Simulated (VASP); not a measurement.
## Ag: single point with PBE

Ag:

```
CELL_PARAMETERS angstrom
2.95007 0.00000 0.00000
-1.47504 2.55484 0.00000
0.00000 0.00000 4.84119
ATOMIC_POSITIONS crystal
Ag 0.33333 0.66667 0.25000
Ag 0.66667 0.33333 0.75000
```

This isn't the form of Ag at room conditions, which is fcc.

```yaml
Program: VASP 6.6.1
Task: single point
Functional: PBE
Potentials_or_basis: VASP PAW PBE potentials, release 64 (Ag)
Cutoff: 520 eV
k_mesh: 18 × 18 × 10
Occupations: fermi-dirac, width 0.15 eV
Spin: no spin polarisation
Dipole_correction: no
Further_INCAR_settings: ALGO = Fast; EDIFF = 1e-06; NBANDS = 18
```

The pressure is -1.7 GPa. The band gap on the k mesh is zero (bands 11 and 12 overlap by 7.29 eV).

Levels at points of the mesh, in eV from the Fermi level:
```tsv
k point	band 7	band 8	band 9	band 10	band 11	band 12	band 13	band 14	band 15	band 16
(0.00, 0.00, 0.00)	-4.30	-3.97	-3.97	-3.09	-3.09	-0.27	3.16	15.47	17.19	17.54
(0.50, 0.00, 0.00)	-3.67	-2.96	-2.93	-2.84	0.13	1.40	6.55	6.83	8.76	9.92
(0.00, 0.00, 0.50)	-4.32	-4.32	-3.37	-3.37	-3.37	-3.37	10.53	10.53	15.81	15.81
(0.50, 0.00, 0.50)	-3.12	-3.12	-2.89	-2.89	0.83	0.83	4.21	4.21	13.10	13.10
```

Wall time 36 s on 1 thread of Intel(R) Xeon(R) 6975P-C (Granite Rapids), with other jobs on the host, peak memory 0.24 GiB.
